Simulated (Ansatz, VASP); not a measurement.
NbSi: VASP beside Ansatz

Contents of INCAR:

```
ALGO = Normal ; EDIFF = 1E-7
ENCUT = 520 ; GGA = PE
ISIF = 2 ; ISMEAR = -1
LASPH = T ; LCHARG = F
LREAL = F ; LWAVE = F
NBANDS = 16 ; NELM = 100
PREC = Accurate ; SIGMA = 0.05
```

The input KPOINTS:

```
k-points
0
Gamma
  14 14 14
```

POSCAR

```
NbSi
1.0
    0.0000000000      2.5906957069      2.5906957069
    2.5906957069      0.0000000000      2.5906957069
    2.5906957069      2.5906957069      0.0000000000
Nb Si
1 1
Direct
    0.0000000000      0.0000000000      0.0000000000
    0.5000000000      0.5000000000      0.5000000000
```

Input for Ansatz:

```yaml
crystal:
  lattice:
    - [0.0, 2.5906957069, 2.5906957069]
    - [2.5906957069, 0.0, 2.5906957069]
    - [2.5906957069, 2.5906957069, 0.0]
  atoms:
    - { symbol: Nb, position: [0.0, 0.0, 0.0] }
    - { symbol: Si, position: [0.5, 0.5, 0.5] }
kpoints:
  mp_grid: { grid: [14, 14, 14] }
scf:
  occupations: { method: fermi_dirac, width: 0.05 }
hamiltonian:
  xc: pbe
  pseudopotentials: { kind: all_electron, lapw: { basis_error: 0.001 } }
output:
  forces: true
  stress: true
  eigenvalues: true
```

Change from the starting cell: volume scaled by 1.02.

Alike in both runs: task single point; functional PBE; k mesh 14 × 14 × 14; occupations fermi-dirac, width 0.05 eV; no spin polarisation.

|  | VASP | Ansatz |
| --- | --- | --- |
| version | VASP 6.6.1 | Ansatz 0.2.0 |
| potentials or method | VASP PAW PBE potentials, release 64 (Nb_sv, Si), cutoff 520 eV | all-electron LAPW, scalar-relativistic |

```csv
,VASP,Ansatz,Ansatz less VASP
pressure (GPa),-3.0,-2.9,+0.15
```

Ansatz ran all-electron here, and VASP with PAW potentials.
